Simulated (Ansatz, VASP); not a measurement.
**Two plane-wave programs on AlAs**

The input INCAR:

```
PREC = Accurate ; ENCUT = 500
EDIFF = 1E-7 ; ISMEAR = 0
SIGMA = 0.02 ; LREAL = False
LASPH = True ; NELM = 120
ALGO = Normal ; ISIF = 3
LWAVE = False ; LCHARG = False
GGA = PE ; IVDW = 12
IBRION = 2 ; NSW = 100
EDIFFG = -0.002 ; GGA_COMPAT = False
NELMIN = 4
```

The input KPOINTS:

```
Automatic mesh
0
Gamma
  8 8 8
```

POSCAR

```
AlAs
1.0
    0.0000000000      2.8400000000      2.8400000000
    2.8400000000      0.0000000000      2.8400000000
    2.8400000000      2.8400000000      0.0000000000
Al As
1 1
Direct
    0.0000000000      0.0000000000      0.0000000000
    0.2500000000      0.2500000000      0.2500000000
```

Input for Ansatz:

```yaml
crystal:
  lattice:
    - [0.0, 2.84, 2.84]
    - [2.84, 0.0, 2.84]
    - [2.84, 2.84, 0.0]
  atoms:
    - { symbol: Al, position: [0.0, 0.0, 0.0] }
    - { symbol: As, position: [0.25, 0.25, 0.25] }
basis:
  ecutwfc: 420
kpoints:
  mp_grid: { grid: [8, 8, 8] }
hamiltonian:
  xc: pbe
  dispersion: d3bj
  pseudopotentials: { kind: paw, azcp: { folder: soft_1 } }
scf:
  occupations: { method: gaussian, width: 0.02 }
output:
  forces: true
  stress: true
  eigenvalues: true
relax:
  adjacent_minimum: "off"
  f_tol: 0.002
  max_steps: 80
  cell: { stress_tol: 0.02 }
```

Alike in both runs: task relaxation of cell and atoms; functional PBE; dispersion D3(BJ); k mesh 8 × 8 × 8; occupations gaussian, width 0.02 eV; no spin polarisation.

|  | VASP | Ansatz |
| --- | --- | --- |
| version | VASP 6.6.1 | Ansatz 0.2.0 |
| potentials or method | VASP PAW PBE potentials, release 64 (Al, As), cutoff 500 eV | scalar-relativistic, plane waves, PAW |
| valence electrons in the cell | 8 | 18 |

|  | VASP | Ansatz | Ansatz less VASP |
| --- | --- | --- | --- |
| gap on the k mesh at the Fermi level, each at its own relaxed structure (eV) | 1.44 | 1.45 | +0.006 |
| relaxed volume (Å³/atom) | 22.78 | 22.72 | -0.058 |
| relaxed cell length with the largest relative difference (Å) | 4.009 | 4.005 | -0.0034 |

VASP's potentials hold 8 valence electrons a cell and Ansatz's 18, so a difference there can come from the potentials and not from the codes.
